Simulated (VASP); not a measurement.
# Al3SiNi (P4mm) in VASP: a series of runs

Al3SiNi is run at these levels: PBE; tasks: single point, relaxation of cell and atoms.

Program: VASP 6.6.1. These are calculated values, not measurements. Logs are shortened: lines on timing, memory, paths and dates and some standing lists are left out, and cuts for length are marked.

## 1. The cell of the first run

It takes space group P4mm (No. 99, tetragonal). Conventional cell: a = 3.784 Å, b = 3.784 Å, c = 6.223 Å, α = 90.00°, β = 90.00°, γ = 90.00°. Within 3.2 Å of Al (site symmetry 2mm) lie 2 Ni at 2.44 Å and 2 Si at 2.66 Å and 6 Al at 2.68 to 2.71 Å. Within 3.2 Å of Al (site symmetry 4mm) lie 1 Si at 2.42 Å and 4 Al at 2.71 Å. Within 3.2 Å of Si (site symmetry 4mm) lie 5 Al at 2.42 to 2.66 Å and 4 Ni at 2.70 Å. Ni (site symmetry 4mm) has 4 Al at 2.44 Å and 4 Si at 2.70 Å within 3.2 Å.

The cell was generated, and may not be a known phase.

## 2. Single point, PBE

Contents of INCAR:

```
PREC = Accurate
ENCUT = 520
EDIFF = 1E-7
ISMEAR = 0
SIGMA = 0.1
LREAL = F
LASPH = T
NELM = 80
ALGO = Fast
ISIF = 2
LWAVE = F
LCHARG = F
GGA = PE
NBANDS = 20
```

Contents of KPOINTS:

```
Automatic mesh
0
Gamma
  10 10 6
```

Contents of POSCAR:

```
Al3SiNi
1.0
    3.7842935646      0.0000000000      0.0000000000
    0.0000000000      3.7842935646      0.0000000000
    0.0000000000      0.0000000000      6.2226485114
Al Si Ni
3 1 1
Direct
    0.5000000000      0.0000000000      0.6623178112
    0.0000000000      0.5000000000      0.6623178112
    0.5000000000      0.5000000000      0.3511945318
    0.5000000000      0.5000000000      0.9627687568
    0.0000000000      0.0000000000      0.9102937091
```

Potentials or basis: VASP PAW PBE potentials, release 64 (Al, Si, Ni).

On the command line:

```
> cat potpaw_PBE.64/Al/POTCAR potpaw_PBE.64/Si/POTCAR potpaw_PBE.64/Ni/POTCAR > POTCAR
> mpirun -np 1 vasp_std > vasp.out
```

OUTCAR:

```text
PREC = Accurate
   ENCUT = 520
   EDIFF = 1E-7
   ISMEAR = 0
   LREAL = F
   LASPH = T
   NELM = 80
   ISIF = 2
   GGA = PE

 ion  position               nearest neighbor table
   1  0.500  0.000  0.662-   5 2.44   5 2.44   4 2.66   4 2.66   2 2.68   2 2.68   2 2.68   2 2.68
                             3 2.71   3 2.71
   2  0.000  0.500  0.662-   5 2.44   5 2.44   4 2.66   4 2.66   1 2.68   1 2.68   1 2.68   1 2.68
                             3 2.71   3 2.71
   3  0.500  0.500  0.351-   4 2.42   2 2.71   1 2.71   1 2.71   2 2.71
   4  0.500  0.500  0.963-   3 2.42   2 2.66   1 2.66   1 2.66   2 2.66   5 2.70   5 2.70   5 2.70
                             5 2.70
   5  0.000  0.000  0.910-   1 2.44   2 2.44   2 2.44   1 2.44   4 2.70   4 2.70   4 2.70   4 2.70

  LATTYP: Found a simple tetragonal cell.
 ALAT       =     3.7842935646
 C/A-ratio  =     1.6443355689

  Lattice vectors:

 A1 = (   3.7842935646,   0.0000000000,   0.0000000000)
 A2 = (   0.0000000000,   3.7842935646,   0.0000000000)
 A3 = (   0.0000000000,   0.0000000000,   6.2226485114)

Analysis of symmetry for initial positions (statically):
=====================================================================
 Subroutine PRICEL returns:
 Original cell was already a primitive cell.

 Routine SETGRP: Setting up the symmetry group for a
 simple tetragonal supercell.

 Subroutine GETGRP returns: Found  8 space group operations
 (whereof  8 operations were pure point group operations)
 out of a pool of 16 trial point group operations.

The static configuration has the point symmetry C_4v.

Analysis of symmetry for dynamics (positions and initial velocities):
=====================================================================
 Subroutine PRICEL returns:
 Original cell was already a primitive cell.

 Routine SETGRP: Setting up the symmetry group for a
 simple tetragonal supercell.

 Subroutine GETGRP returns: Found  8 space group operations
 (whereof  8 operations were pure point group operations)
 out of a pool of 16 trial point group operations.

The dynamic configuration has the point symmetry C_4v.

 Subroutine INISYM returns: Found  8 space group operations
 (whereof  8 operations are pure point group operations),
 and found     1 'primitive' translations

----------------------------------------------------------------------------------------

                                     Primitive cell

  volume of cell :      89.1138

  direct lattice vectors                    reciprocal lattice vectors
     3.784293565  0.000000000  0.000000000     0.264250112  0.000000000  0.000000000
     0.000000000  3.784293565  0.000000000     0.000000000  0.264250112  0.000000000
     0.000000000  0.000000000  6.222648511     0.000000000  0.000000000  0.160703276

  length of vectors
     3.784293565  3.784293565  6.222648511     0.264250112  0.264250112  0.160703276

  position of ions in fractional coordinates (direct lattice)
     0.500000000  0.000000000  0.662317811
     0.000000000  0.500000000  0.662317811
     0.500000000  0.500000000  0.351194532
     0.500000000  0.500000000  0.962768757
     0.000000000  0.000000000  0.910293709

  ion indices of the primitive-cell ions
   primitive index   ion index
                 1           1
                 2           2
                 3           3
                 4           4
                 5           5

----------------------------------------------------------------------------------------

 KPOINTS: Automatic mesh

Automatic generation of k-mesh.
 Grid dimensions read from file:
 generate k-points for:   10   10    6

 Generating k-lattice:

  Cartesian coordinates                     Fractional coordinates (reciprocal lattice)
     0.026425011  0.000000000  0.000000000     0.100000000  0.000000000  0.000000000
     0.000000000  0.026425011  0.000000000     0.000000000  0.100000000  0.000000000
     0.000000000  0.000000000  0.026783879     0.000000000  0.000000000  0.166666667

  Length of vectors
     0.026425011  0.026425011  0.026783879

  Shift w.r.t. Gamma in fractional coordinates (k-lattice)
     0.000000000  0.000000000  0.000000000

 Subroutine IBZKPT returns following result:
 ===========================================

 Found     84 irreducible k-points:

 Following reciprocal coordinates:
            Coordinates               Weight
  0.000000  0.000000  0.000000      1.000000
  0.100000  0.000000  0.000000      4.000000
  0.200000  0.000000  0.000000      4.000000
  0.300000  0.000000  0.000000      4.000000
  0.400000  0.000000  0.000000      4.000000
  0.500000  0.000000  0.000000      2.000000
[... 16 lines left out ...]
  0.100000  0.000000  0.166667      8.000000
  0.200000  0.000000  0.166667      8.000000
 [... further k-points ...]
   k-points           NKPTS =     84   k-points in BZ     NKDIM =     84   number of bands    NBANDS=     20
   number of dos      NEDOS =    301   number of ions     NIONS =      5
   total plane-waves  NPLWV =  37632
   dimension x,y,z NGX =    28 NGY =   28 NGZ =   48
   dimension x,y,z NGXF=    56 NGYF=   56 NGZF=   96
   ions per type =               3   1   1
   NGX,Y,Z   is equivalent  to a cutoff of  12.30, 12.30, 12.82 a.u.
   NGXF,Y,Z  is equivalent  to a cutoff of  24.60, 24.60, 25.65 a.u.
 SYSTEM =  unknown system
   PREC   = accura    normal or accurate (medium, high low for compatibility)
   ISTART =      0    job   : 0-new  1-cont  2-samecut
   ICHARG =      2    charge: 1-file 2-atom 10-const
   ISPIN  =      1    spin polarized calculation?
   LNONCOLLINEAR =      F non collinear calculations
   LSORBIT =      F    spin-orbit coupling
   LASPH  =      T    aspherical Exc in radial PAW
   ENCUT  =  520.0 eV  38.22 Ry    6.18 a.u.   7.04  7.04 11.57*2*pi/ulx,y,z
   NELM   =     80;   NELMIN=  2; NELMDL= -5     # of ELM steps
   EDIFF  = 0.1E-06   stopping-criterion for ELM
   LREAL  =      F    real-space projection
   EDIFFG = 0.1E-05   stopping-criterion for IOM
   NSW    =      0    number of steps for IOM
   IBRION =     -1    ionic relax: 0-MD 1-quasi-New 2-CG
   NFREE  =      0    steps in history (QN), initial steepest desc. (CG)
   ISIF   =      2    stress and relaxation
   ISYM   =      2    0-nonsym 1-usesym 2-fastsym
   POTIM  = 0.5000    time-step for ionic-motion
   TEBEG  =    0.0;   TEEND  =   0.0 temperature during run
   PSTRESS=    0.0 pullay stress
   NELECT =      23.0000    total number of electrons
   NUPDOWN=      -1.0000    fix difference up-down
   EMIN   =  10.00;   EMAX   =-10.00  energy-range for DOS
   EFERMI =   0.00;   METHOD = LEGACY
   ISMEAR =     0;   SIGMA  =   0.10  broadening in eV -4-tet -1-fermi 0-gaus
   EFERMI_NEDOS =   21; number of points for ismear=-14 and -15
   IALGO  =     68    algorithm
   IMIX   =      4    mixing-type and parameters
     AMIX     =   0.40;   BMIX     =  1.00
     AMIX_MAG =   1.60;   BMIX_MAG =  1.00
  volume/ion in A,a.u.               =      17.82       120.27
  Fermi-wavevector in a.u.,A,eV,Ry     =   1.042323  1.969706 14.781886  1.086438
  Thomas-Fermi vector in A             =   2.176983
   LORBIT       =      0    0 simple, 1 ext, 2 COOP (PROOUT), +10 PAW based schemes
   GGA     = PE    functional components
   LHFCALC =     F    Hartree Fock is set to
   AEXX    =    0.0000 exact exchange contribution
   IVDW    =     0    specifies the selected vdW correction
   LEPSILON=     F    determine dielectric tensor
   LRPA    =     F    only Hartree local field effects (RPA)
 non-spin polarized calculation
 RMM-DIIS sequential band-by-band and
 Gauss-broadening in eV      SIGMA  =   0.10
  energy-cutoff  :      520.00
  volume of cell :       89.11
 maximum number of plane-waves:      2432
   NGX = 15   NGY = 15   NGZ = 23

 number of electron      23.0000002 magnetization

 Free energy of the ion-electron system (eV)
  ---------------------------------------------------
  ext. energy  EPLUGINS =         0.00000000
  ---------------------------------------------------
  free energy    TOTEN  =       -21.60144798 eV

  energy without entropy =      -21.58937884  energy(sigma->0) =      -21.59541341

 E-fermi :   6.5190     XC(G=0):  -9.8576

 val. band max:        6.5144531548   @ k =   0.2000   0.1000   0.5000
 cond. band min:       6.5334803669   @ k =   0.3000   0.0000   0.3333
 fundamental gap:      0.0190272121
 Fermi energy:         6.5190366414

 k-point     1 :       0.0000    0.0000    0.0000
  band No.  band energies     occupation
      1      -4.7929      2.00000
      2      -0.7635      2.00000
      3       0.5320      2.00000
      4       3.5308      2.00000
      5       3.7938      2.00000
      6       3.7938      2.00000
[... 12 lines left out ...]
     19      11.0368      0.00000
     20      11.9520      0.00000

 k-point     2 :       0.1000    0.0000    0.0000
  band No.  band energies     occupation
      1      -4.6975      2.00000
      2      -0.6785      2.00000
      3       0.5995      2.00000
      4       2.9354      2.00000
      5       3.7833      2.00000
      6       3.8561      2.00000
[... 12 lines left out ...]
     19      11.4446      0.00000
     20      12.5038      0.00000

 k-point     3 :       0.2000    0.0000    0.0000
  band No.  band energies     occupation
      1      -4.4158      2.00000
      2      -0.4366      2.00000
      3       0.7791      2.00000
      4       1.7667      2.00000
      5       3.7325      2.00000
      6       3.8826      2.00000
[... 12 lines left out ...]
     19      11.6945      0.00000
     20      11.7052      0.00000

 k-point     4 :       0.3000    0.0000    0.0000
  band No.  band energies     occupation
      1      -3.9675      2.00000
      2      -0.1646      2.00000
      3       0.5414      2.00000
      4       1.1816      2.00000
      5       3.6393      2.00000
      6       3.6526      2.00000
[... 429 lines left out ...]
 k-point    23 :       0.1000    0.0000    0.1667
  band No.  band energies     occupation
      1      -4.6507      2.00000
      2      -1.1780      2.00000
      3       1.2975      2.00000
      4       2.9532      2.00000
      5       3.7863      2.00000
      6       3.8556      2.00000
[... 12 lines left out ...]
     19      11.4921      0.00000
     20      13.1580      0.00000

 k-point    24 :       0.2000    0.0000    0.1667
  band No.  band energies     occupation
      1      -4.3687      2.00000
      2      -0.9354      2.00000
      3       1.3923      2.00000
      4       1.8679      2.00000
      5       3.7384      2.00000
      6       3.8695      2.00000
[... 12 lines left out ...]
     19      11.8507      0.00000
     20      12.3876      0.00000

 [... further k-points ...]
[... 5 lines left out ...]
  --------------------------------------------------------------------------------------
  -------------------------------------------------------------------------------------
  Total        0.0096199      0.0096199     -0.0133300      0.0000000      0.0000000      0.0000000
  in kB        0.1729559      0.1729559     -0.2396604      0.0000000      0.0000000      0.0000000
  external PRESSURE =       0.0354172 kB  Pullay stress =       0.0000000 kB

 VOLUME and BASIS-vectors are now :
 -----------------------------------------------------------------------------
  energy-cutoff  :      520.00
  volume of cell :       89.11
      direct lattice vectors                 reciprocal lattice vectors
     3.784293565  0.000000000  0.000000000     0.264250112  0.000000000  0.000000000
     0.000000000  3.784293565  0.000000000     0.000000000  0.264250112  0.000000000
     0.000000000  0.000000000  6.222648511     0.000000000  0.000000000  0.160703276

 POSITION                                       TOTAL-FORCE (eV/Angst)
 -----------------------------------------------------------------------------------
      1.89215      0.00000      4.12137         0.000000      0.000000     -0.009325
      0.00000      1.89215      4.12137         0.000000      0.000000     -0.009325
      1.89215      1.89215      2.18536         0.000000     -0.000000      0.010116
      1.89215      1.89215      5.99097         0.000000     -0.000000     -0.010649
      0.00000      0.00000      5.66444         0.000000      0.000000      0.019183
 -----------------------------------------------------------------------------------
    total drift:                               -0.000000     -0.000000     -0.000254

  FREE ENERGIE OF THE ION-ELECTRON SYSTEM (eV)
  ---------------------------------------------------
  free  energy   TOTEN  =       -21.6014479837 eV

  energy  without entropy=      -21.5893788440  energy(sigma->0) =      -21.59541341
```

Wall time 82 s (1 thread of Intel Xeon 6975P-C (Granite Rapids), shared host); peak memory 0.29 GiB.

What came out:

```
Free energy            : -21.6014 eV
Pressure               : 0.0 GPa
Largest force          : 0.019 eV/Å
Band gap on the k mesh : zero (an odd number of electrons rules out a gap without spin polarisation)
```

Forces on the atoms (eV/Å):
```
Al   0.000  0.000 -0.009
Al   0.000  0.000 -0.009
Al   0.000  0.000  0.010
Si   0.000  0.000 -0.011
Ni   0.000  0.000  0.019
```

Levels at points of the mesh, in eV from the Fermi level:
```csv
k point,band 7,band 8,band 9,band 10,band 11,band 12,band 13,band 14,band 15,band 16
"(0.00, 0.00, 0.00)",-2.06,-1.99,-1.29,-1.29,0.31,1.92,1.96,1.96,2.85,4.18
"(0.50, 0.00, 0.00)",-2.21,-1.74,-1.66,-1.51,-1.23,0.98,1.98,2.12,3.54,4.32
"(0.50, 0.50, 0.00)",-2.48,-2.48,-1.89,-1.89,-1.70,-1.67,-0.82,1.29,1.40,1.40
"(0.00, 0.00, 0.50)",-2.67,-1.99,-1.14,-1.14,-0.18,0.42,1.07,1.07,2.00,3.28
"(0.50, 0.00, 0.50)",-2.21,-2.09,-1.71,-1.08,0.78,1.13,1.50,2.12,2.41,2.41
"(0.50, 0.50, 0.50)",-3.19,-1.70,-1.69,-1.69,-1.67,-1.54,-0.10,0.10,2.26,3.95
```

Spin polarisation is off, so any magnetic state and its effect on volume and gap are missing.

(Part 1 of 3 ends here.)

The gap in the log of VASP goes by the Fermi energy; the results here count the filled bands.